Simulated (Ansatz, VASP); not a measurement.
## Two plane-wave programs on TiB

```
CELL_PARAMETERS angstrom
0.00000 2.10100 1.97494
2.10100 0.00000 1.97494
2.10100 2.10100 0.00000
ATOMIC_POSITIONS crystal
Ti 0.75000 0.75000 0.75000
B 0.00000 0.00000 0.00000
```

Change from the starting cell: strain -0.0600 x Voigt [0, 0, 1, 0, 0, 0], atoms carried along.

Alike in both runs: task single point; functional PBEsol; k mesh 20 × 20 × 20; occupations gaussian, width 0.15 eV; no spin polarisation.

|  | VASP | Ansatz |
| --- | --- | --- |
| version | VASP 6.6.1 | Ansatz 0.2.0 |
| potentials or method | VASP PAW PBE potentials, release 64 (Ti_sv, B), cutoff 520 eV | scalar-relativistic, plane waves, PAW |
| valence electrons in the cell | 15 | 15 |

```csv
,VASP,Ansatz,Ansatz less VASP
gap on the k mesh at the Fermi level (eV),none,none,-
pressure (GPa),140.0,140.5,+0.41
"traceless stress, the component that is largest in VASP (GPa)",-12.36,-12.47,-0.113
```

VASP's potentials were made for PBE, not for PBEsol. A gap of «none» marks a metal or a gap that the smearing closes. Both programs put the cell under a high pressure, so it lies far from rest at this level.

Noted on VASP's run: the cell as given lies far from equilibrium.
